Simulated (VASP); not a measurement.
A run of VASP 6.6.1 is set up as follows.

The input INCAR:

```
SYSTEM = Si
PREC     = Accurate       ! precision mode
ENCUT    = 520            ! plane-wave cutoff, eV
EDIFF    = 1E-8           ! SCF threshold, eV
ISMEAR   = -1             ! smearing method
SIGMA    = 0.05           ! smearing width, eV
LREAL    = .FALSE.        ! projectors in reciprocal space
LASPH    = .TRUE.         ! aspherical terms in the spheres
NELM     = 60             ! most SCF steps
ALGO     = Normal         ! electronic algorithm
ISIF     = 2              ! what is computed and relaxed
LWAVE    = .FALSE.        ! write WAVECAR
LCHARG   = .FALSE.        ! write CHGCAR
GGA      = CA             ! functional
LEFG     = .TRUE.       
NBANDS   = 11             ! bands
```

File KPOINTS:

```
regular mesh
0
G
  16 16 16
  0 0 0
```

POSCAR

```
Si
1.0
   -2.2128400857      2.3283481754      1.2533856549
    2.2128400857     -2.3283481754      1.2533856549
    2.2128400857      2.3283481754     -1.2533856549
Si
2
Direct
    0.8070000000      0.5570000000      0.2500000000
    0.1930000000      0.4430000000      0.7500000000
```

Potentials or basis: VASP PAW LDA potentials, release 64 (Si).

Command:

```bash
$ cat potpaw_LDA.64/Si/POTCAR > POTCAR
$ mpirun -np 1 vasp_std > vasp.out
```

(1) What does it give for the band gap on the k mesh?

(2) Predict the pressure.

Results:

(1) zero (bands 4 and 5 overlap by 7.73 eV).

(2) 20.3 GPa.

Caveat: the cell stands under pressure; without QUAD_EFG the Cq values of the log hold for a quadrupole moment of 1 mb, not for the nuclei.
